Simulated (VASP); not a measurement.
Wanted: the native input for a VASP 6.6.1 run.

- Task: single point
- Functional: PBEsol
- Potentials or basis: VASP PAW PBE potentials, release 64 (Al)
- Cutoff: 520 eV
- k mesh: 16 × 16 × 16
- Occupations: fermi-dirac, width 0.1 eV
- Spin: no spin polarisation
- Dipole correction: no
- Further INCAR settings: ALGO = Normal; EDIFF = 1e-06; NBANDS = 8

The structure of Al lies in POSCAR:

```
Al
1.0
    0.0000000000      1.8940106875      1.8940106875
    1.8940106875      0.0000000000      1.8940106875
    1.8940106875      1.8940106875      0.0000000000
Al
1
Direct
    0.0000000000      0.0000000000      0.0000000000
```

This cell differs from its parent crystal: volume scaled by 0.84.

These files were run (other wordings do the same):

INCAR

```
SYSTEM = Al
  ALGO = Normal
  EDIFF = 1E-6
  ENCUT = 520
  GGA = PS
  ISIF = 2
  ISMEAR = -1
  LASPH = .TRUE.
  LCHARG = .FALSE.
  LREAL = .FALSE.
  LWAVE = .FALSE.
  NBANDS = 8
  NELM = 80
  PREC = Accurate
  SIGMA = 0.1
```

KPOINTS

```
k-points
0
G
  16 16 16
  0 0 0
```

Potentials or basis: VASP PAW PBE potentials, release 64 (Al).

Launch:

```sh
$ cat potpaw_PBE.64/Al/POTCAR > POTCAR
$ mpirun -np 1 vasp_std > vasp.out
```

It gave:

The pressure is 21.4 GPa.

Caveat: the PAW data sets were made with another functional, which shifts forces and pressure a little.

It took 15 s on 1 thread of AMD EPYC 7R13, with other jobs on the host, peak memory 0.1 GiB.
